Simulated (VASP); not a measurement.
# SnO (P1) in VASP: further runs, part 2 of 2

VASP 6.6.1.

### 3 Single point, LDA (atom 1 (Sn) moved by (+0.450, -0.225) A along [1 1 0] and z)

The input, INCAR:

```
PREC = Accurate
ENCUT = 520
EDIFF = 1E-7
ISMEAR = 0
SIGMA = 0.05
LREAL = F
LASPH = T
NELM = 80
ALGO = Normal
ISIF = 2
LWAVE = F
LCHARG = F
GGA = CA
NBANDS = 28
```

The input, KPOINTS:

```
regular mesh
0
Gamma
  8 6 6
```

The input, POSCAR:

```
SnO
1.0
    3.3550050000      0.0000000000      0.0000000000
    0.0000000000      5.6741040000      0.0000000000
    0.0000000000      0.0000000000      4.2219700000
Sn O
2 2
Direct
    0.0948427950      0.2879879953      0.4598513428
    0.5000000000      0.7680910000      0.0131440000
    0.0000000000      0.8912500000      0.7368570000
    0.5000000000      0.1087500000      0.2368570000
```

Potentials or basis: VASP PAW LDA potentials, release 64 (Sn_d, O).

Started as:

```bash
$ cat potpaw_LDA.64/Sn_d/POTCAR potpaw_LDA.64/O/POTCAR > POTCAR
$ mpirun -np 1 vasp_std > vasp.out
```

OUTCAR:

```text
PREC = Accurate
   ENCUT = 520
   EDIFF = 1E-7
   ISMEAR = 0
   LREAL = F
   LASPH = T
   NELM = 80
   ISIF = 2
   GGA = CA

 ion  position               nearest neighbor table
   1  0.095  0.288  0.460-   4 1.94   4 2.43   3 2.56   2 3.58   2 3.76
   2  0.500  0.768  0.013-   4 2.15   3 2.16   3 2.16   1 3.58   1 3.76
   3  0.000  0.891  0.737-   2 2.16   2 2.16   1 2.56
   4  0.500  0.109  0.237-   1 1.94   2 2.15   1 2.43

  LATTYP: Found a simple orthorhombic cell.
 ALAT       =     3.3550050000
 B/A-ratio  =     1.2584094510
 C/A-ratio  =     1.6912356315

  Lattice vectors:

 A1 = (  -3.3550050000,   0.0000000000,   0.0000000000)
 A2 = (   0.0000000000,   0.0000000000,   4.2219700000)
 A3 = (   0.0000000000,   5.6741040000,   0.0000000000)

Analysis of symmetry for initial positions (statically):
=====================================================================
 Subroutine PRICEL returns:
 Original cell was already a primitive cell.

 Routine SETGRP: Setting up the symmetry group for a
 simple orthorhombic supercell.

 Subroutine GETGRP returns: Found  1 space group operations
 (whereof  1 operations were pure point group operations)
 out of a pool of  8 trial point group operations.

The static configuration has the point symmetry C_1 .

Analysis of symmetry for dynamics (positions and initial velocities):
=====================================================================
 Subroutine PRICEL returns:
 Original cell was already a primitive cell.

 Routine SETGRP: Setting up the symmetry group for a
 simple orthorhombic supercell.

 Subroutine GETGRP returns: Found  1 space group operations
 (whereof  1 operations were pure point group operations)
 out of a pool of  8 trial point group operations.

The dynamic configuration has the point symmetry C_1 .

 Subroutine INISYM returns: Found  1 space group operations
 (whereof  1 operations are pure point group operations),
 and found     1 'primitive' translations

----------------------------------------------------------------------------------------

                                     Primitive cell

  volume of cell :      80.3722

  direct lattice vectors                    reciprocal lattice vectors
     3.355005000  0.000000000  0.000000000     0.298062149  0.000000000  0.000000000
     0.000000000  5.674104000  0.000000000     0.000000000  0.176239279  0.000000000
     0.000000000  0.000000000  4.221970000     0.000000000  0.000000000  0.236856254

  length of vectors
     3.355005000  5.674104000  4.221970000     0.298062149  0.176239279  0.236856254

  position of ions in fractional coordinates (direct lattice)
     0.094842795  0.287987995  0.459851343
     0.500000000  0.768091000  0.013144000
     0.000000000  0.891250000  0.736857000
     0.500000000  0.108750000  0.236857000

  ion indices of the primitive-cell ions
   primitive index   ion index
                 1           1
                 2           2
                 3           3
                 4           4

----------------------------------------------------------------------------------------

 KPOINTS: regular mesh

Automatic generation of k-mesh.
 Grid dimensions read from file:
 generate k-points for:    8    6    6

 Generating k-lattice:

  Cartesian coordinates                     Fractional coordinates (reciprocal lattice)
     0.037257769  0.000000000  0.000000000     0.125000000  0.000000000  0.000000000
     0.000000000  0.029373213  0.000000000     0.000000000  0.166666667  0.000000000
     0.000000000  0.000000000  0.039476042     0.000000000  0.000000000  0.166666667

  Length of vectors
     0.037257769  0.029373213  0.039476042

  Shift w.r.t. Gamma in fractional coordinates (k-lattice)
     0.000000000  0.000000000  0.000000000

 Subroutine IBZKPT returns following result:
 ===========================================

 Found    148 irreducible k-points:

 Following reciprocal coordinates:
            Coordinates               Weight
  0.000000  0.000000  0.000000      1.000000
  0.125000  0.000000  0.000000      2.000000
  0.250000  0.000000  0.000000      2.000000
  0.375000  0.000000  0.000000      2.000000
  0.500000  0.000000  0.000000      1.000000
  0.000000  0.166667  0.000000      2.000000
[... 16 lines left out ...]
  0.125000  0.500000  0.000000      2.000000
  0.250000  0.500000  0.000000      2.000000
 [... further k-points ...]
   k-points           NKPTS =    148   k-points in BZ     NKDIM =    148   number of bands    NBANDS=     28
   number of dos      NEDOS =    301   number of ions     NIONS =      4
   total plane-waves  NPLWV =  37632
   dimension x,y,z NGX =    28 NGY =   42 NGZ =   32
   dimension x,y,z NGXF=    56 NGYF=   84 NGZF=   64
   ions per type =               2   2
   NGX,Y,Z   is equivalent  to a cutoff of  13.87, 12.31, 12.60 a.u.
   NGXF,Y,Z  is equivalent  to a cutoff of  27.75, 24.61, 25.20 a.u.
 SYSTEM =  unknown system
   PREC   = accura    normal or accurate (medium, high low for compatibility)
   ISTART =      0    job   : 0-new  1-cont  2-samecut
   ICHARG =      2    charge: 1-file 2-atom 10-const
   ISPIN  =      1    spin polarized calculation?
   LNONCOLLINEAR =      F non collinear calculations
   LSORBIT =      F    spin-orbit coupling
   LASPH  =      T    aspherical Exc in radial PAW
   ENCUT  =  520.0 eV  38.22 Ry    6.18 a.u.   6.24 10.55  7.85*2*pi/ulx,y,z
   NELM   =     80;   NELMIN=  2; NELMDL= -5     # of ELM steps
   EDIFF  = 0.1E-06   stopping-criterion for ELM
   LREAL  =      F    real-space projection
   EDIFFG = 0.1E-05   stopping-criterion for IOM
   NSW    =      0    number of steps for IOM
   IBRION =     -1    ionic relax: 0-MD 1-quasi-New 2-CG
   NFREE  =      0    steps in history (QN), initial steepest desc. (CG)
   ISIF   =      2    stress and relaxation
   ISYM   =      2    0-nonsym 1-usesym 2-fastsym
   POTIM  = 0.5000    time-step for ionic-motion
   TEBEG  =    0.0;   TEEND  =   0.0 temperature during run
   PSTRESS=    0.0 pullay stress
   NELECT =      40.0000    total number of electrons
   NUPDOWN=      -1.0000    fix difference up-down
   EMIN   =  10.00;   EMAX   =-10.00  energy-range for DOS
   EFERMI =   0.00;   METHOD = LEGACY
   ISMEAR =     0;   SIGMA  =   0.05  broadening in eV -4-tet -1-fermi 0-gaus
   EFERMI_NEDOS =   21; number of points for ismear=-14 and -15
   IALGO  =     38    algorithm
   IMIX   =      4    mixing-type and parameters
     AMIX     =   0.40;   BMIX     =  1.00
     AMIX_MAG =   1.60;   BMIX_MAG =  1.00
  volume/ion in A,a.u.               =      20.09       135.59
  Fermi-wavevector in a.u.,A,eV,Ry     =   1.297357  2.451650 22.900458  1.683136
  Thomas-Fermi vector in A             =   2.428755
   LORBIT       =      0    0 simple, 1 ext, 2 COOP (PROOUT), +10 PAW based schemes
   GGA     = CA    functional components
   LHFCALC =     F    Hartree Fock is set to
   AEXX    =    0.0000 exact exchange contribution
   IVDW    =     0    specifies the selected vdW correction
   LEPSILON=     F    determine dielectric tensor
   LRPA    =     F    only Hartree local field effects (RPA)
 non-spin polarized calculation
 Gauss-broadening in eV      SIGMA  =   0.05
  energy-cutoff  :      520.00
  volume of cell :       80.37
 maximum number of plane-waves:      2178
 NGX is ok and might be reduce to    28
   NGX = 13   NGY = 21   NGZ = 15

 number of electron      39.9999995 magnetization

 Free energy of the ion-electron system (eV)
  ---------------------------------------------------
  ext. energy  EPLUGINS =         0.00000000
  ---------------------------------------------------
  free energy    TOTEN  =       -24.43279585 eV

  energy without entropy =      -24.43279585  energy(sigma->0) =      -24.43279585

 E-fermi :   4.7619     XC(G=0): -10.0199

 val. band max:        4.5193767558   @ k =   0.0000   0.0000   0.0000
 cond. band min:       5.5953243576   @ k =   0.3750   0.5000   0.0000
 fundamental gap:      1.0759476018
 Fermi energy:         4.7619334938

 k-point     1 :       0.0000    0.0000    0.0000
  band No.  band energies     occupation
      1     -16.8268      2.00000
      2     -16.5267      2.00000
      3     -16.4925      2.00000
      4     -16.4123      2.00000
      5     -16.3540      2.00000
      6     -16.2757      2.00000
[... 20 lines left out ...]
     27      13.6006      0.00000
     28      13.7518      0.00000
[... 683 lines left out ...]
 k-point    24 :       0.2500    0.5000    0.0000
  band No.  band energies     occupation
      1     -16.8600      2.00000
      2     -16.5183      2.00000
      3     -16.5001      2.00000
      4     -16.3962      2.00000
      5     -16.3460      2.00000
      6     -16.2479      2.00000
[... 20 lines left out ...]
     27      13.2585      0.00000
     28      14.6847      0.00000

 [... further k-points ...]
[... 5 lines left out ...]
  --------------------------------------------------------------------------------------
  -------------------------------------------------------------------------------------
  Total       -3.2076638     -4.6159786     -2.5680881     -1.8981476      1.5091996     -1.1941199
  in kB      -63.9431198    -92.0171471    -51.1935084    -37.8385905     30.0851142    -23.8041635
  external PRESSURE =     -69.0512585 kB  Pullay stress =       0.0000000 kB

 VOLUME and BASIS-vectors are now :
 -----------------------------------------------------------------------------
  energy-cutoff  :      520.00
  volume of cell :       80.37
      direct lattice vectors                 reciprocal lattice vectors
     3.355005000  0.000000000  0.000000000     0.298062149  0.000000000  0.000000000
     0.000000000  5.674104000  0.000000000     0.000000000  0.176239279  0.000000000
     0.000000000  0.000000000  4.221970000     0.000000000  0.000000000  0.236856254

 POSITION                                       TOTAL-FORCE (eV/Angst)
 -----------------------------------------------------------------------------------
      0.31820      1.63407      1.94148        -1.663143     -1.168895      0.789849
      1.67750      4.35823      0.05549         0.038359      1.442530     -0.736393
      0.00000      5.05705      3.11099         0.167310      0.093732      0.544307
      1.67750      0.61706      1.00000         1.457475     -0.367366     -0.597763
 -----------------------------------------------------------------------------------
    total drift:                               -0.000479     -0.000112     -0.000056

  FREE ENERGIE OF THE ION-ELECTRON SYSTEM (eV)
  ---------------------------------------------------
  free  energy   TOTEN  =       -24.4327958549 eV

  energy  without entropy=      -24.4327958549  energy(sigma->0) =      -24.43279585
```

OSZICAR:

```text
N       E                     dE             d eps       ncg     rms          rms(c)
DAV:   1     0.429319704473E+03    0.42932E+03   -0.20335E+04  8584   0.209E+03
DAV:   2     0.402835181195E+02   -0.38904E+03   -0.37341E+03  8576   0.538E+02
DAV:   3    -0.253666804277E+02   -0.65650E+02   -0.64582E+02  9552   0.187E+02
DAV:   4    -0.286283261647E+02   -0.32616E+01   -0.32459E+01  9552   0.455E+01
DAV:   5    -0.287112322101E+02   -0.82906E-01   -0.82889E-01  9232   0.785E+00    0.120E+01
DAV:   6    -0.247372433272E+02    0.39740E+01   -0.20324E+01 13192   0.546E+01    0.612E+00
DAV:   7    -0.245179685070E+02    0.21927E+00   -0.29482E+00  9616   0.108E+01    0.260E+00
DAV:   8    -0.244525968851E+02    0.65372E-01   -0.40346E-01  9436   0.438E+00    0.979E-01
DAV:   9    -0.244323118320E+02    0.20285E-01   -0.55238E-02 11936   0.232E+00    0.262E-01
DAV:  10    -0.244327853977E+02   -0.47357E-03   -0.82371E-03  9168   0.676E-01    0.154E-01
DAV:  11    -0.244328620699E+02   -0.76672E-04   -0.10421E-03 13200   0.388E-01    0.556E-02
DAV:  12    -0.244327939543E+02    0.68116E-04   -0.27519E-04 12168   0.185E-01    0.136E-02
DAV:  13    -0.244327961633E+02   -0.22090E-05   -0.60328E-05 10204   0.658E-02    0.773E-03
DAV:  14    -0.244327958579E+02    0.30539E-06   -0.65501E-06 10224   0.191E-02    0.300E-03
DAV:  15    -0.244327958549E+02    0.29759E-08   -0.48710E-07  9364   0.580E-03
   1 F= -.24432796E+02 E0= -.24432796E+02  d E =-.917456E-14
```

Run time: 4.3 min. Hardware: 1 thread of Intel Xeon 6975P-C, shared host; peak memory 0.36 GiB.

What came out:

```yaml
Free_energy: -24.4328 eV
Pressure: -6.9 GPa
Largest_force: 2.181 eV/Å
Band_gap_on_the_k_mesh: 1.08 eV, indirect (least direct gap 1.74 eV)
```

Forces on the atoms (eV/Å):
```
Sn  -1.663 -1.169  0.790
Sn   0.038  1.443 -0.736
O    0.167  0.094  0.544
O    1.457 -0.367 -0.598
```

Stress tensor (GPa, compression positive):
```
-6.39 -3.78 -2.38
-3.78 -9.20  3.01
-2.38  3.01 -5.12
```

Levels at points of the mesh, in eV from the valence-band top:
```
           k point  band 16  band 17  band 18  band 19  band 20  band 21  band 22  band 23  band 24  band 25
(0.00, 0.00, 0.00)    -3.39    -3.02    -2.23    -1.73     0.00     2.08     3.02     4.87     5.85     7.28
(0.50, 0.00, 0.00)    -3.61    -2.54    -2.16    -1.61    -1.24     2.51     2.80     4.30     5.33     6.62
(0.00, 0.50, 0.00)    -3.69    -3.26    -2.24    -1.38    -1.26     2.95     3.62     4.13     4.78     6.92
(0.50, 0.50, 0.00)    -3.57    -2.63    -2.10    -1.38    -0.91     1.49     1.96     5.34     6.02     6.64
(0.00, 0.00, 0.50)    -3.46    -3.03    -2.48    -1.50    -1.29     2.21     2.59     4.71     5.59     7.80
(0.50, 0.00, 0.50)    -3.24    -3.04    -2.39    -1.61    -1.23     1.17     1.37     4.33     5.10     6.12
(0.00, 0.50, 0.50)    -3.11    -2.49    -2.38    -2.12    -0.97     1.56     1.89     5.17     5.96     7.60
(0.50, 0.50, 0.50)    -3.56    -3.30    -2.95    -0.66    -0.48     1.62     1.99     3.66     3.97     5.70
```

Caveat: the cell differs from its parent crystal (atom 1 (Sn) moved by (+0.450, -0.225) A along [1 1 0] and z); spin-orbit coupling is left out, which moves the levels of the heavy elements; forces of over 1 eV/Å act on the atoms, so gaps and moduli don't describe the material at rest. A k mesh can miss the band edges.
